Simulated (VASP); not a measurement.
Y: single point with r2SCAN

Y:

```
Y
1.0
     0.00000    2.58440    2.28620
     2.58440    0.00000    2.28620
     2.58440    2.58440    0.00000
Y
1
Cartesian
  0.0000 0.0000 0.0000
```

This cell differs from its parent crystal: strain +0.040 along x and y, -0.080 along z.

| Quantity | Value |
| --- | --- |
| Program | VASP 6.6.1 |
| Task | single point |
| Functional | r2SCAN |
| Potentials or basis | VASP PAW PBE potentials, release 64 (Y_sv) |
| Cutoff | 520 eV |
| k mesh | 16 × 16 × 16 |
| Occupations | gaussian, width 0.15 eV |
| Spin | no spin polarisation |
| Dipole correction | no |
| Further INCAR settings | ALGO = Normal; EDIFF = 1e-06; NBANDS = 12 |

* Pressure: 3.7 GPa
* Band gap on the k mesh: zero (an odd number of electrons rules out a gap without spin polarisation)

Stress tensor (GPa, compression positive):
```
3.13 0.00 0.00
0.00 3.13 0.00
0.00 0.00 4.90
```

Levels at points of the mesh, in eV from the Fermi level:
```csv
k point,band 2,band 3,band 4,band 5,band 6,band 7,band 8,band 9,band 10,band 11
"(0.00, 0.00, 0.00)",-23.05,-23.04,-23.04,-5.09,1.89,1.89,2.78,3.61,4.86,9.66
"(0.50, 0.00, 0.00)",-23.78,-23.18,-23.08,-2.10,0.66,1.29,2.60,5.55,6.34,9.06
"(0.50, 0.50, 0.00)",-23.70,-23.38,-23.38,-1.94,-1.31,3.59,5.99,6.37,6.37,7.79
"(0.50, 0.00, 0.50)",-23.73,-23.32,-23.18,-2.01,-0.72,1.76,5.74,5.86,6.80,8.48
```

Wall time 3.3 min on 1 thread of Intel(R) Xeon(R) 6975P-C (Granite Rapids), with other jobs on the host, peak memory 0.28 GiB.

Caveat: the cell differs from its parent crystal (strain +0.040 along x and y, -0.080 along z); the cell stands under pressure; the PAW data sets were made with another functional, which shifts forces and pressure a little.
